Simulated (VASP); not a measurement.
# As (R-3m) in VASP: notebook, part 2 of 2

VASP 6.6.1. Earlier steps stand in the parts before.

**5. Single point, r2SCAN**

The input, POSCAR:

```
As
1.0
    1.7950784285      1.0363890139      5.0542643309
   -1.7950784285      1.0363890139      5.0542643309
    0.0000000000     -2.0727780278      5.0542643309
As
2
Direct
    0.7883402482      0.7883402482      0.7883402482
    0.2116597518      0.2116597518      0.2116597518
```

The input, INCAR.step1:

```
SYSTEM = As
PREC = Accurate
ENCUT = 520
ISMEAR = -1
SIGMA = 0.1
LREAL = .FALSE.
LASPH = .TRUE.
NELM = 100
NBANDS = 12
GGA = PE
ALGO = Normal
EDIFF = 1E-4
LWAVE = .TRUE.
LCHARG = .FALSE.
```

The input, INCAR.step2:

```
SYSTEM = As
PREC = Accurate
ENCUT = 520
EDIFF = 1E-6
ISMEAR = -1
SIGMA = 0.1
LREAL = .FALSE.
LASPH = .TRUE.
NELM = 100
ALGO = Normal
ISIF = 2
LWAVE = .FALSE.
LCHARG = .FALSE.
METAGGA = R2SCAN
LMIXTAU = .TRUE.
NBANDS = 12
ISTART = 1
```

The input, KPOINTS:

```
Automatic mesh
0
G
  5 5 5
  0 0 0
```

Potentials or basis: VASP PAW PBE potentials, release 64 (As).

Started as:

```sh
$ cat potpaw_PBE.64/As/POTCAR > POTCAR
$ cp INCAR.step1 INCAR
$ mpirun -np 1 vasp_std > vasp.out
$ cp INCAR.step2 INCAR
$ mpirun -np 1 vasp_std > vasp.out
```

OUTCAR:

```text
SYSTEM = As
   PREC = Accurate
   ENCUT = 520
   EDIFF = 1E-6
   ISMEAR = -1
   LREAL = .FALSE.
   LASPH = .TRUE.
   NELM = 100
   ISIF = 2
   METAGGA = R2SCAN
   ISTART = 1

 ion  position               nearest neighbor table
   1  0.788  0.788  0.788-   2 2.48   2 2.48   2 2.48
   2  0.212  0.212  0.212-   1 2.48   1 2.48   1 2.48

  LATTYP: Found a trigonal (rhomboedric) cell.
 ALAT       =     5.4627828695
 COS(alpha) =     0.7840421605

  Lattice vectors:
[... 463 lines left out ...]
     12      12.8396      0.00000

------------------------ aborting loop because EDIFF is reached ----------------------------------------

  FORCE on cell =-STRESS in cart. coord.  units (eV):
  Direction    XX          YY          ZZ          XY          YZ          ZX
  --------------------------------------------------------------------------------------
  -------------------------------------------------------------------------------------
  Total        0.2126985      0.2126985     -0.0262969      0.0000000     -0.0000000      0.0000000
  in kB        6.0403143      6.0403143     -0.7467930      0.0000000     -0.0000000      0.0000000
  external PRESSURE =       3.7779452 kB  Pullay stress =       0.0000000 kB

 VOLUME and BASIS-vectors are now :
 -----------------------------------------------------------------------------
  energy-cutoff  :      520.00
  volume of cell :       56.42
      direct lattice vectors                 reciprocal lattice vectors
     1.795078429  1.036389014  5.054264331     0.278539362  0.160814776  0.065950910
    -1.795078429  1.036389014  5.054264331    -0.278539362  0.160814776  0.065950910
     0.000000000 -2.072778028  5.054264331     0.000000000 -0.321629551  0.065950910

 POSITION                                       TOTAL-FORCE (eV/Angst)
 -----------------------------------------------------------------------------------
      0.00000      0.00000     11.95344         0.000000      0.000000     -0.015779
      0.00000      0.00000      3.20935         0.000000      0.000000      0.015779
 -----------------------------------------------------------------------------------
    total drift:                               -0.000000     -0.000000      0.000000

  FREE ENERGIE OF THE ION-ELECTRON SYSTEM (eV)
  ---------------------------------------------------
  free  energy   TOTEN  =       -29.3706466565 eV

  energy  without entropy=      -29.3696347479  energy(sigma->0) =      -29.37014070
```

OUTCAR.step1:

```text
SYSTEM = As
   PREC = Accurate
   ENCUT = 520
   ISMEAR = -1
   LREAL = .FALSE.
   LASPH = .TRUE.
[... 499 lines left out ...]
      0.00000      0.00000     11.95344         0.000000      0.000000     -0.392711
      0.00000      0.00000      3.20935         0.000000      0.000000      0.392711
 -----------------------------------------------------------------------------------
    total drift:                               -0.000000     -0.000000      0.000000

  FREE ENERGIE OF THE ION-ELECTRON SYSTEM (eV)
  ---------------------------------------------------
  free  energy   TOTEN  =        -9.2657922641 eV

  energy  without entropy=       -9.2631240422  energy(sigma->0) =       -9.26445815
```

It took 2.1 min on 1 thread of Intel Xeon 8259CL, shared host; peak memory 0.27 GiB.

What came out:

* Free energy: -29.3706 eV
* Pressure: 0.4 GPa
* Largest force: 0.016 eV/Å
* Band gap on the k mesh: 0.96 eV (least direct gap 1.70 eV)

Forces on the atoms (eV/Å):
```
As   0.000  0.000 -0.016
As   0.000  0.000  0.016
```

Stress tensor (GPa, compression positive):
```
 0.60  0.00  0.00
 0.00  0.60  0.00
 0.00  0.00 -0.07
```

Levels at points of the mesh, in eV from the valence-band top:
| k point | band 2 | band 3 | band 4 | band 5 | band 6 | band 7 | band 8 | band 9 |
| --- | --- | --- | --- | --- | --- | --- | --- | --- |
| (0.00, 0.00, 0.00) | -7.49 | -2.03 | -0.68 | -0.68 | 2.22 | 3.26 | 3.26 | 8.86 |

Caveat: the PAW data sets were made with another functional, which shifts forces and pressure a little.

**6. Single point, r2SCAN**

POSCAR is that of step 5.

The input, INCAR.step1:

```
SYSTEM = As
ALGO = Normal
EDIFF = 1E-4
ENCUT = 520
GGA = PE
ISMEAR = -1
LASPH = .TRUE.
LCHARG = .FALSE.
LREAL = .FALSE.
LWAVE = .TRUE.
NBANDS = 12
NELM = 60
PREC = Accurate
SIGMA = 0.1
```

The input, INCAR.step2:

```
SYSTEM = As
ALGO = Normal
EDIFF = 1E-6
ENCUT = 520
ISIF = 2
ISMEAR = -1
ISTART = 1
LASPH = .TRUE.
LCHARG = .FALSE.
LMIXTAU = .TRUE.
LREAL = .FALSE.
LWAVE = .FALSE.
METAGGA = R2SCAN
NBANDS = 12
NELM = 60
PREC = Accurate
SIGMA = 0.1
```

The input, KPOINTS:

```
k-points
0
G
  6 6 6
  0 0 0
```

Potentials or basis: VASP PAW PBE potentials, release 64 (As).

Started as:

```sh
$ cat potpaw_PBE.64/As/POTCAR > POTCAR
$ cp INCAR.step1 INCAR
$ mpirun -np 1 vasp_std > vasp.out
$ cp INCAR.step2 INCAR
$ mpirun -np 1 vasp_std > vasp.out
```

OUTCAR:

```text
SYSTEM = As
   EDIFF = 1E-6
   ENCUT = 520
   ISIF = 2
   ISMEAR = -1
   ISTART = 1
   LASPH = .TRUE.
   LREAL = .FALSE.
   METAGGA = R2SCAN
   NELM = 60
   PREC = Accurate

 ion  position               nearest neighbor table
   1  0.788  0.788  0.788-   2 2.48   2 2.48   2 2.48
   2  0.212  0.212  0.212-   1 2.48   1 2.48   1 2.48

  LATTYP: Found a trigonal (rhomboedric) cell.
 ALAT       =     5.4627828695
 COS(alpha) =     0.7840421605

  Lattice vectors:

 A1 = (   1.7950784285,   1.0363890139,   5.0542643309)
 A2 = (  -1.7950784285,   1.0363890139,   5.0542643309)
 A3 = (   0.0000000000,  -2.0727780278,   5.0542643309)

Analysis of symmetry for initial positions (statically):
=====================================================================
 Subroutine PRICEL returns:
 Original cell was already a primitive cell.

 Routine SETGRP: Setting up the symmetry group for a
 trigonal (rhombohedral) supercell.

 Subroutine GETGRP returns: Found 12 space group operations
 (whereof 12 operations were pure point group operations)
 out of a pool of 12 trial point group operations.

The static configuration has the point symmetry D_3d.
[... 173 lines left out ...]
      4       1.7064      1.99999
      5       1.7064      1.99999
      6       4.6013      0.00000
      7       5.6422      0.00000
      8       5.6422      0.00000
      9      11.2438      0.00000
     10      12.2850      0.00000
     11      12.2850      0.00000
     12      12.7863      0.00000
[... 331 lines left out ...]
 k-point    24 :      -0.3333    0.5000    0.1667
  band No.  band energies     occupation
      1      -9.8686      2.00000
      2      -7.3335      2.00000
      3      -2.1529      2.00000
      4      -1.2735      2.00000
      5       0.6244      2.00000
      6       5.2559      0.00000
      7       6.3363      0.00000
      8       7.1423      0.00000
      9       9.4242      0.00000
     10      11.2374      0.00000
     11      12.1441      0.00000
     12      12.8191      0.00000

 [... further k-points ...]

------------------------ aborting loop because EDIFF is reached ----------------------------------------

  FORCE on cell =-STRESS in cart. coord.  units (eV):
  Direction    XX          YY          ZZ          XY          YZ          ZX
  --------------------------------------------------------------------------------------
  -------------------------------------------------------------------------------------
  Total        0.1069393      0.1069393      0.0319395      0.0000000     -0.0000000      0.0000000
  in kB        3.0369146      3.0369146      0.9070322      0.0000000     -0.0000000      0.0000000
  external PRESSURE =       2.3269538 kB  Pullay stress =       0.0000000 kB

 VOLUME and BASIS-vectors are now :
 -----------------------------------------------------------------------------
  energy-cutoff  :      520.00
  volume of cell :       56.42
      direct lattice vectors                 reciprocal lattice vectors
     1.795078429  1.036389014  5.054264331     0.278539362  0.160814776  0.065950910
    -1.795078429  1.036389014  5.054264331    -0.278539362  0.160814776  0.065950910
     0.000000000 -2.072778028  5.054264331     0.000000000 -0.321629551  0.065950910

 POSITION                                       TOTAL-FORCE (eV/Angst)
 -----------------------------------------------------------------------------------
      0.00000      0.00000     11.95344         0.000000     -0.000000     -0.034981
      0.00000      0.00000      3.20935         0.000000      0.000000      0.034981
 -----------------------------------------------------------------------------------
    total drift:                               -0.000000     -0.000000      0.000000

  FREE ENERGIE OF THE ION-ELECTRON SYSTEM (eV)
  ---------------------------------------------------
  free  energy   TOTEN  =       -29.3997144340 eV

  energy  without entropy=      -29.3980448500  energy(sigma->0) =      -29.39887964
```

OUTCAR.step1:

```text
SYSTEM = As
   EDIFF = 1E-4
   ENCUT = 520
   GGA = PE
   ISMEAR = -1
   LASPH = .TRUE.
   LREAL = .FALSE.
[... 581 lines left out ...]
      0.00000      0.00000     11.95344         0.000000     -0.000000     -0.413178
      0.00000      0.00000      3.20935         0.000000      0.000000      0.413178
 -----------------------------------------------------------------------------------
    total drift:                               -0.000000     -0.000000      0.000000

  FREE ENERGIE OF THE ION-ELECTRON SYSTEM (eV)
  ---------------------------------------------------
  free  energy   TOTEN  =        -9.2969285568 eV

  energy  without entropy=       -9.2930692170  energy(sigma->0) =       -9.29499889
```

OSZICAR.step1:

```text
N       E                     dE             d eps       ncg     rms          rms(c)
DAV:   1     0.326615994560E+02    0.32662E+02   -0.39747E+03   768   0.670E+02
DAV:   2    -0.719362525492E+01   -0.39855E+02   -0.38051E+02  1052   0.106E+02
DAV:   3    -0.933310146900E+01   -0.21395E+01   -0.21341E+01   972   0.269E+01
DAV:   4    -0.935041978528E+01   -0.17318E-01   -0.17317E-01   868   0.276E+00
DAV:   5    -0.935051898591E+01   -0.99201E-04   -0.99200E-04  1000   0.220E-01    0.341E+00
DAV:   6    -0.931367689765E+01    0.36842E-01   -0.16156E-02   844   0.680E-01    0.204E+00
DAV:   7    -0.929624063489E+01    0.17436E-01   -0.33877E-02   880   0.101E+00    0.115E-01
DAV:   8    -0.929680301621E+01   -0.56238E-03   -0.12836E-03   824   0.189E-01    0.342E-02
DAV:   9    -0.929692033913E+01   -0.11732E-03   -0.10669E-04   900   0.631E-02    0.206E-02
DAV:  10    -0.929692855680E+01   -0.82177E-05   -0.93639E-06   472   0.180E-02
   1 F= -.92969286E+01 E0= -.92949989E+01  d E =-.385934E-02
```

Wall time 3.4 min (1 thread of Intel Xeon 8259CL, shared host); peak memory 0.27 GiB.

Results:

- Free energy: -29.3997 eV
- Pressure: 0.2 GPa
- Largest force: 0.035 eV/Å

Forces on the atoms (eV/Å):
```
As   0.000  0.000 -0.035
As   0.000  0.000  0.035
```

Stress tensor (GPa, compression positive):
```
0.30 0.00 0.00
0.00 0.30 0.00
0.00 0.00 0.09
```

Levels at points of the mesh, in eV from the Fermi level:
| k point | band 1 | band 2 | band 3 | band 4 | band 5 | band 6 | band 7 | band 8 | band 9 | band 10 |
| --- | --- | --- | --- | --- | --- | --- | --- | --- | --- | --- |
| (0.00, 0.00, 0.00) | -15.33 | -8.02 | -2.56 | -1.21 | -1.21 | 1.69 | 2.73 | 2.73 | 8.33 | 9.37 |
| (0.50, 0.00, 0.00) | -12.68 | -10.65 | -4.44 | -3.14 | -2.20 | 0.78 | 1.53 | 3.54 | 5.83 | 8.79 |
| (0.50, 0.50, 0.00) | -12.68 | -10.53 | -4.78 | -3.23 | -3.11 | 1.50 | 3.59 | 4.12 | 6.21 | 8.84 |
| (0.50, 0.50, 0.50) | -15.24 | -8.76 | -1.19 | -1.19 | -0.18 | 0.98 | 2.57 | 2.57 | 6.50 | 8.85 |

Caveat: the PAW data sets were made with another functional, which shifts forces and pressure a little.

**7. Overview**

| k mesh | gap on the mesh (eV) | pressure (GPa) | largest force (eV/Å) |
| --- | --- | --- | --- |
| 2 × 2 × 2 | 1.00 | 4.8 | 0.20 |
| 3 × 3 × 3 | 1.34 | 2.3 | 0.18 |
| 4 × 4 × 4 | 0.95 | 0.8 | 0.02 |
| 5 × 5 × 5 | 0.96 | 0.4 | 0.02 |
| 6 × 6 × 6 | - | 0.2 | 0.03 |

Alike in all rows: task single point; level r2SCAN; potentials or basis VASP PAW PBE potentials, release 64 (As); no spin polarisation; cell as given; cutoff (eV) 520; smearing fermi-dirac 0.1 eV.

Caveats: some runs use coarse meshes; the PAW data sets were made with another functional, which shifts forces and pressure a little.

Absolute energies hang on the potentials; compare differences alone.
